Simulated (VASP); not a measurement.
# RbBr (Fm-3m) in VASP: a series of runs

RbBr is run at these levels: LDA; tasks: single point.

All numbers are computed with VASP 6.6.1; they aren't measurements. Logs are shortened: lines on timing, memory, paths and dates and some standing lists are left out, and cuts for length are marked.

### Step 1. The cell of the first run

Symmetry: Fm-3m, No. 225, cubic system. The conventional cell has a = 6.772 Å, b = 6.772 Å, c = 6.772 Å, α = 90.00°, β = 90.00°, γ = 90.00°. Within 4.5 Å of Rb (site symmetry m-3m) lie 6 Br at 3.39 Å. Br (site symmetry m-3m) has 6 Rb at 3.39 Å within 4.5 Å.

### Step 2. Single point, LDA (38.82 Å³/atom)

File INCAR:

```
SYSTEM = RbBr
PREC = Accurate
ENCUT = 520
EDIFF = 1E-6
ISMEAR = -1
SIGMA = 0.03
LREAL = .False.
LASPH = .True.
NELM = 80
ALGO = Normal
ISIF = 2
LWAVE = .False.
LCHARG = .False.
GGA = CA
NBANDS = 15
```

File KPOINTS:

```
regular mesh
0
Gamma
  6 6 6
  0 0 0
```

File POSCAR:

```
RbBr
1.0
    0.0000000000      3.3860011066      3.3860011066
    3.3860011066      0.0000000000      3.3860011066
    3.3860011066      3.3860011066      0.0000000000
Rb Br
1 1
Direct
    0.0000000000      0.0000000000      0.0000000000
    0.5000000000      0.5000000000      0.5000000000
```

Potentials or basis: VASP PAW LDA potentials, release 64 (Rb_sv, Br).

On the command line:

```
$ cat potpaw_LDA.64/Rb_sv/POTCAR potpaw_LDA.64/Br/POTCAR > POTCAR
$ mpirun -np 1 vasp_std > vasp.out
```

OUTCAR:

```text
SYSTEM = RbBr
   PREC = Accurate
   ENCUT = 520
   EDIFF = 1E-6
   ISMEAR = -1
   LREAL = .False.
   LASPH = .True.
   NELM = 80
   ISIF = 2
   GGA = CA

 ion  position               nearest neighbor table
   1  0.000  0.000  0.000-   2 3.39   2 3.39   2 3.39   2 3.39   2 3.39   2 3.39
   2  0.500  0.500  0.500-   1 3.39   1 3.39   1 3.39   1 3.39   1 3.39   1 3.39

  LATTYP: Found a face centered cubic cell.
 ALAT       =     6.7720022132

  Lattice vectors:

 A1 = (   0.0000000000,   3.3860011066,   3.3860011066)
 A2 = (   3.3860011066,   0.0000000000,   3.3860011066)
 A3 = (   3.3860011066,   3.3860011066,   0.0000000000)

Analysis of symmetry for initial positions (statically):
=====================================================================
 Subroutine PRICEL returns:
 Original cell was already a primitive cell.

 Routine SETGRP: Setting up the symmetry group for a
 face centered cubic supercell.

 Subroutine GETGRP returns: Found 48 space group operations
 (whereof 48 operations were pure point group operations)
 out of a pool of 48 trial point group operations.

The static configuration has the point symmetry O_h .

Analysis of symmetry for dynamics (positions and initial velocities):
=====================================================================
 Subroutine PRICEL returns:
 Original cell was already a primitive cell.

 Routine SETGRP: Setting up the symmetry group for a
 face centered cubic supercell.

 Subroutine GETGRP returns: Found 48 space group operations
 (whereof 48 operations were pure point group operations)
 out of a pool of 48 trial point group operations.

The dynamic configuration has the point symmetry O_h .

 Subroutine INISYM returns: Found 48 space group operations
 (whereof 48 operations are pure point group operations),
 and found     1 'primitive' translations

----------------------------------------------------------------------------------------

                                     Primitive cell

  volume of cell :      77.6410

  direct lattice vectors                    reciprocal lattice vectors
     0.000000000  3.386001107  3.386001107    -0.147666815  0.147666815  0.147666815
     3.386001107  0.000000000  3.386001107     0.147666815 -0.147666815  0.147666815
     3.386001107  3.386001107  0.000000000     0.147666815  0.147666815 -0.147666815

  length of vectors
     4.788528687  4.788528687  4.788528687     0.255766427  0.255766427  0.255766427

  position of ions in fractional coordinates (direct lattice)
     0.000000000  0.000000000  0.000000000
     0.500000000  0.500000000  0.500000000

  ion indices of the primitive-cell ions
   primitive index   ion index
                 1           1
                 2           2

----------------------------------------------------------------------------------------

 KPOINTS: regular mesh

Automatic generation of k-mesh.
 Grid dimensions read from file:
 generate k-points for:    6    6    6

 Generating k-lattice:

  Cartesian coordinates                     Fractional coordinates (reciprocal lattice)
    -0.024611136  0.024611136  0.024611136     0.166666667  0.000000000  0.000000000
     0.024611136 -0.024611136  0.024611136     0.000000000  0.166666667  0.000000000
     0.024611136  0.024611136 -0.024611136     0.000000000  0.000000000  0.166666667

  Length of vectors
     0.042627738  0.042627738  0.042627738

  Shift w.r.t. Gamma in fractional coordinates (k-lattice)
     0.000000000  0.000000000  0.000000000

 Subroutine IBZKPT returns following result:
 ===========================================

 Found     16 irreducible k-points:

 Following reciprocal coordinates:
            Coordinates               Weight
  0.000000  0.000000  0.000000      1.000000
  0.166667  0.000000  0.000000      8.000000
  0.333333  0.000000  0.000000      8.000000
  0.500000  0.000000  0.000000      4.000000
  0.166667  0.166667  0.000000      6.000000
  0.333333  0.166667  0.000000     24.000000
[... 8 lines left out ...]
 -0.333333  0.333333  0.166667     24.000000
 -0.333333  0.500000  0.166667     12.000000
   k-points           NKPTS =     16   k-points in BZ     NKDIM =     16   number of bands    NBANDS=     15
   number of dos      NEDOS =    301   number of ions     NIONS =      2
   total plane-waves  NPLWV =  46656
   dimension x,y,z NGX =    36 NGY =   36 NGZ =   36
   dimension x,y,z NGXF=    72 NGYF=   72 NGZF=   72
   ions per type =               1   1
   NGX,Y,Z   is equivalent  to a cutoff of  12.50, 12.50, 12.50 a.u.
   NGXF,Y,Z  is equivalent  to a cutoff of  25.00, 25.00, 25.00 a.u.
 SYSTEM =  RbBr
   PREC   = accura    normal or accurate (medium, high low for compatibility)
   ISTART =      0    job   : 0-new  1-cont  2-samecut
   ICHARG =      2    charge: 1-file 2-atom 10-const
   ISPIN  =      1    spin polarized calculation?
   LNONCOLLINEAR =      F non collinear calculations
   LSORBIT =      F    spin-orbit coupling
   LASPH  =      T    aspherical Exc in radial PAW
   ENCUT  =  520.0 eV  38.22 Ry    6.18 a.u.   8.90  8.90  8.90*2*pi/ulx,y,z
   NELM   =     80;   NELMIN=  2; NELMDL= -5     # of ELM steps
   EDIFF  = 0.1E-05   stopping-criterion for ELM
   LREAL  =      F    real-space projection
   EDIFFG = 0.1E-04   stopping-criterion for IOM
   NSW    =      0    number of steps for IOM
   IBRION =     -1    ionic relax: 0-MD 1-quasi-New 2-CG
   NFREE  =      0    steps in history (QN), initial steepest desc. (CG)
   ISIF   =      2    stress and relaxation
   ISYM   =      2    0-nonsym 1-usesym 2-fastsym
   POTIM  = 0.5000    time-step for ionic-motion
   TEBEG  =    0.0;   TEEND  =   0.0 temperature during run
   PSTRESS=    0.0 pullay stress
   NELECT =      16.0000    total number of electrons
   NUPDOWN=      -1.0000    fix difference up-down
   EMIN   =  10.00;   EMAX   =-10.00  energy-range for DOS
   EFERMI =   0.00;   METHOD = LEGACY
   ISMEAR =    -1;   SIGMA  =   0.03  broadening in eV -4-tet -1-fermi 0-gaus
   EFERMI_NEDOS =   21; number of points for ismear=-14 and -15
   IALGO  =     38    algorithm
   IMIX   =      4    mixing-type and parameters
     AMIX     =   0.40;   BMIX     =  1.00
     AMIX_MAG =   1.60;   BMIX_MAG =  1.00
  volume/ion in A,a.u.               =      38.82       261.97
  Fermi-wavevector in a.u.,A,eV,Ry     =   0.966981  1.827328 12.722146  0.935051
  Thomas-Fermi vector in A             =   2.096828
   LORBIT       =      0    0 simple, 1 ext, 2 COOP (PROOUT), +10 PAW based schemes
   GGA     = CA    functional components
   LHFCALC =     F    Hartree Fock is set to
   AEXX    =    0.0000 exact exchange contribution
   IVDW    =     0    specifies the selected vdW correction
   LEPSILON=     F    determine dielectric tensor
   LRPA    =     F    only Hartree local field effects (RPA)
 non-spin polarized calculation
  energy-cutoff  :      520.00
  volume of cell :       77.64
 maximum number of plane-waves:      2114
   NGX = 17   NGY = 17   NGZ = 17

 number of electron      16.0000002 magnetization

 Free energy of the ion-electron system (eV)
  ---------------------------------------------------
  ext. energy  EPLUGINS =         0.00000000
  ---------------------------------------------------
  free energy    TOTEN  =        -6.71141490 eV

  energy without entropy =       -6.71141490  energy(sigma->0) =       -6.71141490

 E-fermi :  -1.1690     XC(G=0):  -7.8817

 val. band max:       -1.8119171138   @ k =   0.0000   0.0000   0.0000
 cond. band min:       2.2364460474   @ k =   0.0000   0.0000   0.0000
 fundamental gap:      4.0483631612
 Fermi energy:        -1.1690451038

 k-point     1 :       0.0000    0.0000    0.0000
  band No.  band energies     occupation
      1     -26.0108      2.00000
      2     -14.0603      2.00000
      3     -10.1572      2.00000
      4     -10.1572      2.00000
      5     -10.1572      2.00000
      6      -1.8119      2.00000
      7      -1.8119      2.00000
      8      -1.8119      2.00000
      9       2.2364      0.00000
     10       5.2216      0.00000
     11       5.2216      0.00000
     12       5.2216      0.00000
     13       6.1958      0.00000
     14       6.1958      0.00000
     15       8.8193      0.00000

 k-point     2 :       0.1667    0.0000    0.0000
  band No.  band energies     occupation
      1     -26.0077      2.00000
      2     -14.0733      2.00000
      3     -10.1595      2.00000
      4     -10.1595      2.00000
      5     -10.1440      2.00000
      6      -2.1673      2.00000
      7      -1.9224      2.00000
      8      -1.9224      2.00000
      9       2.9272      0.00000
     10       5.0693      0.00000
     11       5.5658      0.00000
     12       5.5658      0.00000
     13       6.6319      0.00000
     14       6.6319      0.00000
     15       9.8865      0.00000

 k-point     3 :       0.3333    0.0000    0.0000
  band No.  band energies     occupation
      1     -26.0015      2.00000
      2     -14.0989      2.00000
      3     -10.1640      2.00000
      4     -10.1640      2.00000
      5     -10.1176      2.00000
      6      -2.7117      2.00000
      7      -2.1271      2.00000
      8      -2.1271      2.00000
      9       4.2041      0.00000
     10       5.2592      0.00000
     11       6.5246      0.00000
     12       6.5246      0.00000
     13       7.7072      0.00000
     14       7.7072      0.00000
     15       9.7356      0.00000

 k-point     4 :       0.5000    0.0000    0.0000
  band No.  band energies     occupation
      1     -25.9984      2.00000
      2     -14.1116      2.00000
      3     -10.1662      2.00000
      4     -10.1662      2.00000
      5     -10.1046      2.00000
      6      -2.9367      2.00000
      7      -2.2224      2.00000
      8      -2.2224      2.00000
      9       4.7430      0.00000
     10       5.7182      0.00000
     11       7.5563      0.00000
     12       7.5563      0.00000
     13       8.2248      0.00000
     14       8.2248      0.00000
     15       9.0535      0.00000
[... 163 lines left out ...]
 k-point    14 :       0.5000    0.3333    0.1667
  band No.  band energies     occupation
      1     -25.9977      2.00000
      2     -14.0606      2.00000
      3     -10.2560      2.00000
      4     -10.2276      2.00000
      5     -10.1512      2.00000
      6      -2.5828      2.00000
      7      -2.1708      2.00000
      8      -2.0606      2.00000
      9       4.4382      0.00000
     10       4.8603      0.00000
     11       6.8486      0.00000
     12       7.5094      0.00000
     13       7.6809      0.00000
     14       8.0340      0.00000
     15       9.1416      0.00000

 k-point    15 :      -0.3333    0.3333    0.1667
  band No.  band energies     occupation
      1     -25.9957      2.00000
      2     -14.0527      2.00000
      3     -10.2801      2.00000
      4     -10.2702      2.00000
      5     -10.1367      2.00000
      6      -2.5381      2.00000
      7      -2.1977      2.00000
      8      -2.1785      2.00000
      9       4.9579      0.00000
     10       5.1852      0.00000
     11       6.6065      0.00000
     12       6.8783      0.00000
     13       8.3155      0.00000
     14       9.0654      0.00000
     15       9.2446      0.00000

 k-point    16 :      -0.3333    0.5000    0.1667
  band No.  band energies     occupation
      1     -25.9949      2.00000
      2     -14.0243      2.00000
      3     -10.3514      2.00000
      4     -10.2818      2.00000
      5     -10.1639      2.00000
      6      -2.2802      2.00000
      7      -2.2621      2.00000
      8      -2.0971      2.00000
      9       4.1886      0.00000
     10       5.8997      0.00000
     11       5.9484      0.00000
     12       7.0401      0.00000
     13       8.1444      0.00000
     14       9.0490      0.00000
     15       9.4714      0.00000

------------------------ aborting loop because EDIFF is reached ----------------------------------------

  FORCE on cell =-STRESS in cart. coord.  units (eV):
  Direction    XX          YY          ZZ          XY          YZ          ZX
  --------------------------------------------------------------------------------------
  -------------------------------------------------------------------------------------
  Total       -0.3391663     -0.3391663     -0.3391663     -0.0000000     -0.0000000      0.0000000
  in kB       -6.9989363     -6.9989363     -6.9989363     -0.0000000     -0.0000000      0.0000000
  external PRESSURE =      -6.9989363 kB  Pullay stress =       0.0000000 kB

 VOLUME and BASIS-vectors are now :
 -----------------------------------------------------------------------------
  energy-cutoff  :      520.00
  volume of cell :       77.64
      direct lattice vectors                 reciprocal lattice vectors
     0.000000000  3.386001107  3.386001107    -0.147666815  0.147666815  0.147666815
     3.386001107  0.000000000  3.386001107     0.147666815 -0.147666815  0.147666815
     3.386001107  3.386001107  0.000000000     0.147666815  0.147666815 -0.147666815

 POSITION                                       TOTAL-FORCE (eV/Angst)
 -----------------------------------------------------------------------------------
      0.00000      0.00000      0.00000         0.000000      0.000000      0.000000
      3.38600      3.38600      3.38600         0.000000      0.000000     -0.000000
 -----------------------------------------------------------------------------------
    total drift:                                0.000000      0.000000      0.000000

  FREE ENERGIE OF THE ION-ELECTRON SYSTEM (eV)
  ---------------------------------------------------
  free  energy   TOTEN  =        -6.7114149025 eV

  energy  without entropy=       -6.7114149025  energy(sigma->0) =       -6.71141490
```

Wall time 37 s (1 thread of Intel Xeon 8259CL, shared host); peak memory 0.18 GiB.

Results:

| Quantity | Value |
| --- | --- |
| Free energy | -6.7114 eV |
| Pressure | -0.7 GPa |
| Band gap on the k mesh | 4.05 eV |

(Part 1 of 2 ends here.)
